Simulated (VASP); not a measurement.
A run of VASP 6.6.1 is set up as follows.

INCAR

```
PREC = Accurate ; ENCUT = 520
EDIFF = 1E-6 ; ISMEAR = 0
SIGMA = 0.02 ; LREAL = F
LASPH = T ; NELM = 100
ALGO = Normal ; ISIF = 2
LWAVE = F ; LCHARG = F
GGA = PE ; NBANDS = 16
```

File KPOINTS:

```
regular mesh
0
Gamma
  8 8 8
```

The input POSCAR:

```
AgCl
1.0
    0.0000000000      2.8058942796      2.8058942796
    2.8058942796      0.0000000000      2.8058942796
    2.8058942796      2.8058942796      0.0000000000
Ag Cl
1 1
Direct
    0.0000000000      0.0000000000      0.0000000000
    0.5000000000      0.5000000000      0.5000000000
```

Potentials or basis: VASP PAW PBE potentials, release 64 (Ag, Cl).

Run with:

```sh
$ cat potpaw_PBE.64/Ag/POTCAR potpaw_PBE.64/Cl/POTCAR > POTCAR
$ mpirun -np 1 vasp_std > vasp.out
```

Problem. What does it give for the pressure?

Solution. -0.1 GPa.

Problem. Predict the band gap on the k mesh.

Solution. 0.92 eV, indirect (least direct gap 3.08 eV).

A k mesh can miss the band edges. PBE gaps usually lie below the measured ones, often by a third to a half.
